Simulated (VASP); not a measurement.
Runs of VASP 6.6.1 on Ru. The structure is that of space group P6_3/mmc (No. 194), or close to it. The cells are those of the table. 

| task | cell | cutoff (eV) | smearing | gap on the mesh (eV) | pressure (GPa) | relaxed volume (Å³/atom) |
| --- | --- | --- | --- | --- | --- | --- |
| single point | a = 2.720, b = 2.720, c = 4.297 Å, angles 90.0, 90.0, 120.0°, 2 atoms | 520 | gaussian 0.1 eV | none | -0.1 | - |
| relaxation of cell and atoms | relaxed from a = 2.720, b = 2.720, c = 4.297 Å, angles 90.0, 90.0, 120.0°, 2 atoms | 600 | fermi-dirac 0.15 eV | none | 0.0 | 13.78 |
| single point | a = 2.722, b = 2.722, c = 4.297 Å, angles 90.0, 90.0, 120.0°, 2 atoms | 520 | fermi-dirac 0.15 eV | none | -0.1 | - |
| relaxation of cell and atoms | relaxed from a = 2.706, b = 2.706, c = 4.282 Å, angles 90.0, 90.0, 120.0°, 2 atoms | 600 | gaussian 0.1 eV | none | 0.0 | (a) |

Alike in all rows: level PBE; potentials or basis VASP PAW PBE potentials, release 64 (Ru_pv); no spin polarisation; k mesh 18 × 18 × 10.

Problem. Estimate the missing entries.

Solution. (a) 13.76.

A k mesh can miss the band edges, and the runs leave out spin-orbit coupling on Ru.

A gap of «none» marks levels without a gap at the run's occupations.
